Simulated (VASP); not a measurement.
Wanted: the native input for a VASP 6.6.1 run.

```
Task                   : single point
Functional             : PBE
Potentials or basis    : VASP PAW PBE potentials, release 64 (Si, Ge_d)
Cutoff                 : 520 eV
k mesh                 : 6 × 6 × 4
Occupations            : gaussian, width 0.01 eV
Spin                   : no spin polarisation
Dipole correction      : no
Further INCAR settings : ALGO = Normal; EDIFF = 1e-07; NBANDS = 31
```

The structure of SiGe3 lies in POSCAR:

```
SiGe3
1.0
    3.9699077041      0.0000000000      0.0000000000
    0.0000000000      3.9699077041      0.0000000000
    0.0000000000      0.0000000000      5.5939547075
Si Ge
1 3
Direct
    0.0000000000      0.0000000000      0.0000000000
    0.0000000000      0.5000000000      0.2442925744
    0.5000000000      0.5000000000      0.5000000000
    0.5000000000      0.0000000000      0.7557074256
```

These files were run (other wordings do the same):

INCAR

```
SYSTEM = SiGe3
ALGO = Normal
EDIFF = 1E-7
ENCUT = 520
GGA = PE
ISIF = 2
ISMEAR = 0
LASPH = .TRUE.
LCHARG = .FALSE.
LREAL = .FALSE.
LWAVE = .FALSE.
NBANDS = 31
NELM = 60
PREC = Accurate
SIGMA = 0.01
```

KPOINTS

```
k-points
0
G
  6 6 4
  0 0 0
```

Potentials or basis: VASP PAW PBE potentials, release 64 (Si, Ge_d).

Run with:

```console
$ cat potpaw_PBE.64/Si/POTCAR potpaw_PBE.64/Ge_d/POTCAR > POTCAR
$ mpirun -np 1 vasp_std > vasp.out
```

It gave:

The pressure is 2.6 GPa. The largest force is 0.072 eV/Å. The band gap on the k mesh is 0.29 eV, indirect (least direct gap 0.67 eV).

It took 99 s on 1 thread of AMD EPYC 7R43 64-Core Processor (Zen 3), on a shared host, peak memory 0.18 GiB.
